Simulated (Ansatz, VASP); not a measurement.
**One calculation of SnO2, two programs**

Contents of INCAR:

```
SYSTEM = SnO2
PREC = Accurate
ENCUT = 520
EDIFF = 1E-6
ISMEAR = -1
SIGMA = 0.05
LREAL = .FALSE.
LASPH = .TRUE.
NELM = 80
ALGO = Normal
ISIF = 2
LWAVE = .FALSE.
LCHARG = .FALSE.
NBANDS = 20
```

The input KPOINTS:

```
regular mesh
0
G
  9 9 9
  0 0 0
```

Contents of POSCAR:

```
SnO2
1.0
    0.0000000000      2.6246363468      2.6246363468
    2.6246363468      0.0000000000      2.6246363468
    2.6246363468      2.6246363468      0.0000000000
Sn O
1 2
Direct
    0.0000000000      0.0000000000      0.0000000000
    0.7500000000      0.7500000000      0.7500000000
    0.2500000000      0.2500000000      0.2500000000
```

Contents of input.yaml:

```yaml
crystal:
  lattice:
    - [0.0, 2.6246363468, 2.6246363468]
    - [2.6246363468, 0.0, 2.6246363468]
    - [2.6246363468, 2.6246363468, 0.0]
  atoms:
    - { symbol: Sn, position: [0.0, 0.0, 0.0] }
    - { symbol: O, position: [0.75, 0.75, 0.75] }
    - { symbol: O, position: [0.25, 0.25, 0.25] }
kpoints:
  mp_grid: { grid: [9, 9, 9] }
scf:
  occupations: { method: fermi_dirac, width: 0.05 }
hamiltonian:
  xc: lda
  pseudopotentials: { kind: all_electron, lapw: { basis_error: 0.002 } }
output:
  forces: true
  stress: true
  eigenvalues: true
```

Change from the starting cell: volume scaled by 1.06.

Alike in both runs: task single point; functional LDA; k mesh 9 × 9 × 9; occupations fermi-dirac, width 0.05 eV; no spin polarisation.

|  | VASP | Ansatz |
| --- | --- | --- |
| version | VASP 6.6.1 | Ansatz 0.2.0 |
| potentials or method | VASP PAW LDA potentials, release 64 (Sn_d, O), cutoff 520 eV | all-electron LAPW, scalar-relativistic |

Ansatz gave:

| Property | Result |
| --- | --- |
| gap on the k mesh at the Fermi level (eV) | none |
| pressure (GPa) | -20.4 |

Which values does VASP return?

gap on the k mesh at the Fermi level (eV): none; pressure (GPa): -19.9.

LDA's correlation is that of Perdew and Zunger in VASP and of Perdew and Wang (1992) in Ansatz. A gap of «none» marks a metal or a gap that the smearing closes. Ansatz ran all-electron here, and VASP with PAW potentials.
